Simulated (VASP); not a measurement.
Rb2H, 6 atoms in the cell. Symmetry: P4/nmm, No. 129, tetragonal system. The conventional cell has a = 5.605 Å, b = 5.605 Å, c = 10.530 Å, α = 90.00°, β = 90.00°, γ = 90.00°. Rb (site symmetry -4m2) has 8 Rb at 3.96 to 4.88 Å and 4 H at 4.76 Å within 5.2 Å. Within 3.5 Å of Rb (site symmetry 4mm) lie 1 H at 2.69 Å. Within 3.5 Å of H (site symmetry 4mm) lie 1 Rb at 2.69 Å. 

| Item | Value |
| --- | --- |
| Program | VASP 6.6.1 |
| Task | single point |
| Functional | PBE |
| Potentials or basis | VASP PAW PBE potentials, release 64 (Rb_sv, H) |
| Cutoff | 520 eV |
| k mesh | 8 × 8 × 4 |
| Occupations | gaussian, width 0.1 eV |
| Spin | no spin polarisation |
| Dipole correction | no |
| Further INCAR settings | ALGO = Normal; EDIFF = 1e-06; NBANDS = 28 |

Potentials or basis: VASP PAW PBE potentials, release 64 (Rb_sv, H).

Launch:

```console
$ cat potpaw_PBE.64/Rb_sv/POTCAR potpaw_PBE.64/H/POTCAR > POTCAR
$ mpirun -np 1 vasp_std > vasp.out
```

Hardware: 1 thread of Intel(R) Xeon(R) 6975P-C (Granite Rapids), on a shared host.

**Question.** How long does it take, and how much memory?

**Answer.** Wall time 3.5 min on 1 thread of Intel(R) Xeon(R) 6975P-C (Granite Rapids), with other jobs on the host, peak memory 0.55 GiB. Counts: scf iterations 16, k points 45.
